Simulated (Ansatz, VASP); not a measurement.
Y3Ge in VASP and in Ansatz

The input INCAR:

```
SYSTEM = Y3Ge
  PREC = Accurate
  ENCUT = 520
  EDIFF = 1E-6
  ISMEAR = 0
  SIGMA = 0.1
  LREAL = .False.
  LASPH = .True.
  NELM = 60
  ALGO = Normal
  ISIF = 2
  LWAVE = .False.
  LCHARG = .False.
  GGA = PE
  NBANDS = 32
```

KPOINTS

```
regular mesh
0
Gamma
  4 4 4
  0 0 0
```

The input POSCAR:

```
Y3Ge
1.0
    4.7199599500      0.0000000000      0.0000000000
    0.0000000000      4.7199599500      0.0000000000
    0.0000000000      0.0000000000      4.4527926800
Y Ge
3 1
Direct
    0.0000000000      0.5000000000      0.5000000000
    0.5000000000      0.0000000000      0.5000000000
    0.5000000000      0.5000000000      0.0000000000
    0.0000000000      0.0000000000      0.0000000000
```

Input for Ansatz:

```yaml
crystal:
  lattice:
    - [4.71995995, 0.0, 0.0]
    - [0.0, 4.71995995, 0.0]
    - [0.0, 0.0, 4.45279268]
  atoms:
    - { symbol: "Y", position: [0.0, 0.5, 0.5] }
    - { symbol: "Y", position: [0.5, 0.0, 0.5] }
    - { symbol: "Y", position: [0.5, 0.5, 0.0] }
    - { symbol: Ge, position: [0.0, 0.0, 0.0] }
basis:
  ecutwfc: 420
kpoints:
  mp_grid: { grid: [4, 4, 4] }
hamiltonian:
  xc: pbe
scf:
  occupations: { method: gaussian, width: 0.1 }
  lower_state_search: "off"
output:
  forces: true
  stress: true
  eigenvalues: true
```

Change from the starting cell: species swapped into the Ti3Ag type (P4/mmm, No. 123).

Alike in both runs: task single point; functional PBE; k mesh 4 × 4 × 4; occupations gaussian, width 0.1 eV; no spin polarisation.

```csv
,VASP,Ansatz
version,VASP 6.6.1,Ansatz 0.2.0
potentials or method,"VASP PAW PBE potentials, release 64 (Y_sv, Ge_d), cutoff 520 eV","scalar-relativistic, plane waves, PAW"
valence electrons in the cell,47,47
```

Ansatz gave:

* gap on the k mesh at the Fermi level (eV): none
* pressure (GPa): 2.8
* traceless stress, the component that is largest in VASP (GPa): 1.47

Question: What did VASP give for the same quantities?

Answer: gap on the k mesh at the Fermi level (eV): none; pressure (GPa): 2.7; traceless stress, the component that is largest in VASP (GPa): 1.47.

A gap of «none» marks a metal or a gap that the smearing closes. With one functional, cell and mesh, what is left measures potentials, basis and numerics.
